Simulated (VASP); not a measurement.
# TiSe (F-43m) in VASP: a series of runs, part 2 of 2

VASP 6.6.1. Earlier steps stand in the parts before.

**3. Single point, PBEsol, collinear spin, ferromagnetic start**

This run uses another cell than the first one, of 23.16 Å³/atom, 1.016 times its volume.

Input file INCAR:

```
ALGO     = Normal         # electronic algorithm
EDIFF    = 1E-7           # SCF threshold, eV
ENCUT    = 520            # plane-wave cutoff, eV
GGA      = PS             # functional
ISIF     = 2              # what is computed and relaxed
ISMEAR   = 0              # smearing method
ISPIN    = 2              # spin polarisation
LASPH    = T              # aspherical terms in the spheres
LCHARG   = T              # write CHGCAR
LELF     = T              # ELF
LMAXMIX  = 4              # l up to which the mixer works
LORBIT   = 11             # projections on sites
LREAL    = F              # projectors in reciprocal space
LVHAR    = T            
LWAVE    = F              # write WAVECAR
MAGMOM   = 0.8 0          # initial moments
NBANDS   = 20             # bands
NELM     = 150            # most SCF steps
PREC     = Accurate       # precision mode
SIGMA    = 0.05           # smearing width, eV
```

Input file KPOINTS:

```
k-points
0
Gamma
  10 10 10
```

Input file POSCAR:

```
TiSe
1.0
    0.0000000000      2.8505772220      2.8505772220
    2.8505772220      0.0000000000      2.8505772220
    2.8505772220      2.8505772220      0.0000000000
Ti Se
1 1
Direct
    0.0000000000      0.0000000000      0.0000000000
    0.2500000000      0.2500000000      0.2500000000
```

Potentials or basis: VASP PAW PBE potentials, release 64 (Ti_sv, Se).

Launch:

```sh
> cat potpaw_PBE.64/Ti_sv/POTCAR potpaw_PBE.64/Se/POTCAR > POTCAR
> mpirun -np 1 vasp_std > vasp.out
```

Run time: 44 s. Hardware: 1 thread of AMD EPYC 9R45 (Zen 5), shared host; peak memory 0.2 GiB.

The run converged. Its results:

```yaml
Free_energy: -13.3775 eV
Pressure: 0.2 GPa
Net_moment: 0.96 μB per cell
Site_moments: Ti +0.79; Se -0.02 μB
Valence_electrons_inside_the_program's_atomic_spheres: Ti 10.27; Se 3.99
```

Levels at points of the mesh, in eV from the Fermi level:
Spin up:
| k point | band 6 | band 7 | band 8 | band 9 | band 10 | band 11 | band 12 | band 13 |
| --- | --- | --- | --- | --- | --- | --- | --- | --- |
| (0.00, 0.00, 0.00) | -4.19 | -4.19 | -4.19 | -0.15 | -0.15 | 0.95 | 3.37 | 3.37 |
| (0.50, 0.00, 0.00) | -5.77 | -3.99 | -3.99 | 0.09 | 0.09 | 0.24 | 1.84 | 1.84 |
| (0.50, 0.50, 0.00) | -5.85 | -3.81 | -3.81 | -1.16 | 0.14 | 0.41 | 0.80 | 0.80 |
Spin down:
| k point | band 6 | band 7 | band 8 | band 9 | band 10 | band 11 |
| --- | --- | --- | --- | --- | --- | --- |
| (0.00, 0.00, 0.00) | -4.00 | -4.00 | -4.00 | 0.71 | 0.71 | 1.16 |
| (0.50, 0.00, 0.00) | -5.62 | -3.80 | -3.80 | 0.77 | 0.92 | 0.92 |
| (0.50, 0.50, 0.00) | -5.65 | -3.68 | -3.68 | -0.78 | 0.87 | 1.34 |

Caveat: the PAW data sets were made with another functional, which shifts forces and pressure a little.

**4. Single point, PBEsol, collinear spin, ferromagnetic start**

This run uses another cell than the first one, of 23.23 Å³/atom, 1.019 times its volume.

Input file INCAR:

```
SYSTEM = TiSe
PREC = Accurate
ENCUT = 520
EDIFF = 1E-6
ISMEAR = 0
SIGMA = 0.05
LREAL = .False.
LASPH = .True.
NELM = 150
ALGO = Normal
ISIF = 2
LWAVE = .False.
LCHARG = .True.
ISPIN = 2
MAGMOM = 0.77 0
LORBIT = 11
LMAXMIX = 4
GGA = PS
LELF = .True.
LVHAR = .True.
NBANDS = 20
```

Input file KPOINTS:

```
Automatic mesh
0
Gamma
  10 10 10
  0 0 0
```

Input file POSCAR:

```
TiSe
1.0
    0.0000000000      2.8532082358      2.8532082358
    2.8532082358      0.0000000000      2.8532082358
    2.8532082358      2.8532082358      0.0000000000
Ti Se
1 1
Direct
    0.0000000000      0.0000000000      0.0000000000
    0.2500000000      0.2500000000      0.2500000000
```

Potentials or basis: VASP PAW PBE potentials, release 64 (Ti_sv, Se).

Launch:

```sh
> cat potpaw_PBE.64/Ti_sv/POTCAR potpaw_PBE.64/Se/POTCAR > POTCAR
> mpirun -np 1 vasp_std > vasp.out
```

OUTCAR:

```text
SYSTEM = TiSe
   PREC = Accurate
   ENCUT = 520
   EDIFF = 1E-6
   ISMEAR = 0
   LREAL = .False.
   LASPH = .True.
   NELM = 150
   ISIF = 2
   ISPIN = 2
   LORBIT = 11
   GGA = PS

 ion  position               nearest neighbor table
   1  0.000  0.000  0.000-   2 2.47   2 2.47   2 2.47   2 2.47
   2  0.250  0.250  0.250-   1 2.47   1 2.47   1 2.47   1 2.47

  LATTYP: Found a face centered cubic cell.
 ALAT       =     5.7064164716

  Lattice vectors:

 A1 = (   0.0000000000,   2.8532082358,   2.8532082358)
 A2 = (   2.8532082358,   0.0000000000,   2.8532082358)
 A3 = (   2.8532082358,   2.8532082358,   0.0000000000)

[... 1317 lines left out ...]
 VOLUME and BASIS-vectors are now :
 -----------------------------------------------------------------------------
  energy-cutoff  :      520.00
  volume of cell :       46.45
      direct lattice vectors                 reciprocal lattice vectors
     0.000000000  2.853208236  2.853208236    -0.175241328  0.175241328  0.175241328
     2.853208236  0.000000000  2.853208236     0.175241328 -0.175241328  0.175241328
     2.853208236  2.853208236  0.000000000     0.175241328  0.175241328 -0.175241328

 POSITION                                       TOTAL-FORCE (eV/Angst)
 -----------------------------------------------------------------------------------
      0.00000      0.00000      0.00000        -0.000000      0.000000     -0.000000
      1.42660      1.42660      1.42660         0.000000     -0.000000      0.000000
 -----------------------------------------------------------------------------------
    total drift:                                0.000000      0.000000      0.000000

  FREE ENERGIE OF THE ION-ELECTRON SYSTEM (eV)
  ---------------------------------------------------
  free  energy   TOTEN  =       -13.3776261918 eV

  energy  without entropy=      -13.3734188914  energy(sigma->0) =      -13.37552254

 total charge

# of ion       s       p       d       tot
------------------------------------------
    1        2.162   6.094   2.013  10.269
    2        1.435   2.491   0.064   3.990
--------------------------------------------------
tot          3.597   8.586   2.077  14.259

 magnetization (x)

# of ion       s       p       d       tot
------------------------------------------
    1        0.009   0.005   0.785   0.798
    2       -0.005  -0.040   0.024  -0.021
--------------------------------------------------
tot          0.004  -0.035   0.809   0.777
```

OSZICAR:

```text
N       E                     dE             d eps       ncg     rms          rms(c)
DAV:   1     0.154596687223E+03    0.15460E+03   -0.80490E+03  3760   0.881E+02
DAV:   2    -0.336791941012E+01   -0.15796E+03   -0.14971E+03  3828   0.267E+02
DAV:   3    -0.145050439404E+02   -0.11137E+02   -0.10945E+02  4992   0.717E+01
DAV:   4    -0.148695799060E+02   -0.36454E+00   -0.36266E+00  4996   0.115E+01
DAV:   5    -0.148777601896E+02   -0.81803E-02   -0.81795E-02  4664   0.158E+00    0.991E+00
DAV:   6    -0.134359721373E+02    0.14418E+01   -0.66919E+00  4336   0.227E+01    0.371E+00
DAV:   7    -0.133675587008E+02    0.68413E-01   -0.63752E-01  4360   0.752E+00    0.229E+00
DAV:   8    -0.133766512389E+02   -0.90925E-02   -0.48173E-02  4948   0.164E+00    0.903E-01
DAV:   9    -0.133777320551E+02   -0.10808E-02   -0.10523E-02  4328   0.940E-01    0.255E-01
DAV:  10    -0.133775683706E+02    0.16368E-03   -0.12286E-03  4804   0.254E-01    0.153E-01
DAV:  11    -0.133776361388E+02   -0.67768E-04   -0.15552E-04  4612   0.904E-02    0.667E-02
DAV:  12    -0.133776264901E+02    0.96487E-05   -0.31480E-05  4352   0.411E-02    0.211E-02
DAV:  13    -0.133776252131E+02    0.12770E-05   -0.86597E-06  4452   0.234E-02    0.667E-03
DAV:  14    -0.133776261918E+02   -0.97868E-06   -0.14918E-06  3928   0.755E-03
   1 F= -.13377626E+02 E0= -.13375523E+02  d E =-.420730E-02  mag=     0.9686
```

Run time: 38 s. Hardware: 1 thread of AMD EPYC 9R45 (Zen 5), shared host; peak memory 0.2 GiB.

What came out:

| Property | Result |
| --- | --- |
| Free energy | -13.3776 eV |
| Pressure | 0.0 GPa |
| Net moment | 0.97 μB per cell |
| Site moments | Ti +0.80; Se -0.02 μB |
| Valence electrons inside the program's atomic spheres | Ti 10.27; Se 3.99 |

Caveat: the PAW data sets were made with another functional, which shifts forces and pressure a little.

**5. The runs side by side**

```tsv
cell	gap on the mesh (eV)	pressure (GPa)	moment (μB)
a = 4.010 Å, angles 60.0°, 2 atoms	none	1.4	0.94
a = 4.031 Å, angles 60.0°, 2 atoms	none	0.2	0.96
a = 4.035 Å, angles 60.0°, 2 atoms	none	0.0	0.97
```

Alike in all rows: task single point; level PBEsol; potentials or basis VASP PAW PBE potentials, release 64 (Ti_sv, Se); spin collinear, ferromagnetic start; k mesh 10 × 10 × 10; cutoff (eV) 520; smearing gaussian 0.05 eV.

Caveats: the PAW data sets were made with another functional, which shifts forces and pressure a little.

Absolute energies hang on the potentials; compare differences alone.
